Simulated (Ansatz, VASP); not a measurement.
One calculation of Al8N, two programs

```
Al N
1.0
     2.85432    0.00000    0.00000
    -1.42716    2.47192    0.00000
     0.00000    0.00000   33.47606
Al N
8 1
Direct
  0.33333 0.66667 0.11949
  0.00000 0.00000 0.18956
  0.66667 0.33333 0.25964
  0.00000 0.00000 0.32971
  0.33333 0.66667 0.39922
  0.00000 0.00000 0.46965
  0.66667 0.33333 0.54010
  0.00000 0.00000 0.61166
  0.77778 0.22222 0.72129
```

Alike in both runs: task single point; functional PBE; k mesh 9 × 9 × 1; occupations gaussian, width 0.1 eV; no spin polarisation.

|  | VASP | Ansatz |
| --- | --- | --- |
| version | VASP 6.6.1 | Ansatz 0.2.0 |
| potentials or method | VASP PAW PBE potentials, release 64 (Al, N), cutoff 520 eV | scalar-relativistic, plane waves, PAW |
| valence electrons in the cell | 29 | 29 |

```tsv
	VASP	Ansatz	Ansatz less VASP
gap on the k mesh at the Fermi level (eV)	none	none	-
rms of the force components (eV/Å)	0.105	0.105	0.0000
work function, face that differs most (eV)	4.07	4.10	+0.030
```

Atom by atom the forces differ by 0.000 eV/Å (rms over components). A gap of «none» marks a metal or a gap that the smearing closes.
